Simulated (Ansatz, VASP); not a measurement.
**One calculation of TaSi2, two programs**

File INCAR:

```
SYSTEM = TaSi2
PREC     = Accurate       ! precision mode
ENCUT    = 600            ! plane-wave cutoff, eV
EDIFF    = 1E-6           ! SCF threshold, eV
ISMEAR   = -1             ! smearing method
SIGMA    = 0.05           ! smearing width, eV
LREAL    = .False.        ! projectors in reciprocal space
LASPH    = .True.         ! aspherical terms in the spheres
NELM     = 60             ! most SCF steps
ALGO     = Normal         ! electronic algorithm
ISIF     = 3              ! what is computed and relaxed
LWAVE    = .False.        ! write WAVECAR
LCHARG   = .False.        ! write CHGCAR
GGA      = B5             ! functional
ALDAX    = 1.0          
AGGAX    = 1.0          
AGGAC    = 1.0          
ALDAC    = 0.0          
IVDW     = 13             ! dispersion correction
IBRION   = 2              ! ionic algorithm
NSW      = 60             ! ionic steps
EDIFFG   = -0.01          ! ionic threshold
VDW_S6   = 1.0          
VDW_S8   = 2.34076671   
VDW_A1   = 0.44488865   
VDW_A2   = 4.0933009
```

The input KPOINTS:

```
regular mesh
0
Gamma
  5 5 3
  0 0 0
```

Contents of POSCAR:

```
TaSi2
1.0
    4.7839000000      0.0000000000      0.0000000000
   -2.3919500000      4.1429789292      0.0000000000
    0.0000000000      0.0000000000      6.5700000000
Ta Si
3 6
Direct
    0.0000000000      0.5000000000      0.3333333333
    0.5000000000      0.5000000000      0.6666666667
    0.5000000000      0.0000000000      0.0000000000
    0.3179400000      0.1589700000      0.3333333333
    0.1589700000      0.8410300000      0.6666666667
    0.8410300000      0.6820600000      0.0000000000
    0.6820600000      0.8410300000      0.3333333333
    0.8410300000      0.1589700000      0.6666666667
    0.1589700000      0.3179400000      0.0000000000
```

The input input.yaml:

```yaml
crystal:
  lattice:
    - [4.7839, 0.0, 0.0]
    - [-2.39195, 4.1429789292, 0.0]
    - [0.0, 0.0, 6.57]
  atoms:
    - { symbol: Ta, position: [0.0, 0.5, 0.3333333333] }
    - { symbol: Ta, position: [0.5, 0.5, 0.6666666667] }
    - { symbol: Ta, position: [0.5, 0.0, 0.0] }
    - { symbol: Si, position: [0.31794, 0.15897, 0.3333333333] }
    - { symbol: Si, position: [0.15897, 0.84103, 0.6666666667] }
    - { symbol: Si, position: [0.84103, 0.68206, 0.0] }
    - { symbol: Si, position: [0.68206, 0.84103, 0.3333333333] }
    - { symbol: Si, position: [0.84103, 0.15897, 0.6666666667] }
    - { symbol: Si, position: [0.15897, 0.31794, 0.0] }
hamiltonian:
  xc: blyp
  pseudopotentials: { kind: paw }
  dispersion: d4
kpoints:
  mp_grid: { grid: [5, 5, 3] }
scf:
  occupations: { method: fermi_dirac, width: 0.05 }
output:
  forces: true
  stress: true
  eigenvalues: true
  write_density: true
  write_potential: true
  elf: true
  volumetric_format: npy
relax:
  f_tol: 0.01
  max_steps: 40
  cell: { stress_tol: 0.05 }
```

Alike in both runs: task relaxation of cell and atoms; functional BLYP; dispersion D4; k mesh 5 × 5 × 3; occupations fermi-dirac, width 0.05 eV; no spin polarisation.

|  | VASP | Ansatz |
| --- | --- | --- |
| version | VASP 6.6.1 | Ansatz 0.2.0 |
| potentials or method | VASP PAW PBE potentials, release 64 (Ta_pv, Si) | Ansatz PAW |
| plane-wave cutoff (eV) | 600 | 420 |
| valence electrons in the cell | 57 | 63 |

VASP gave:

| Quantity | Value |
| --- | --- |
| gap on the k mesh at the Fermi level, each at its own relaxed structure (eV) | none |
| relaxed volume (Å³/atom) | 14.70 |
| relaxed length of the cell vector where the two differ most in proportion (Å) | 4.826 |

Q: Estimate Ansatz's values.

A: gap on the k mesh at the Fermi level, each at its own relaxed structure (eV): none; relaxed volume (Å³/atom): 14.62; relaxed length of the cell vector where the two differ most in proportion (Å): 4.817.

VASP's potentials were made for PBE, not for BLYP. A gap of «none» marks a metal or a gap that the smearing closes. VASP's potentials hold 57 valence electrons a cell and Ansatz's 63, so a difference there can come from the potentials and not from the codes.

Spin-orbit coupling is off throughout. Noted on Ansatz's run: the plane-wave basis is chosen anew once the cell has moved, so the energies of steps on either side of that aren't comparable.
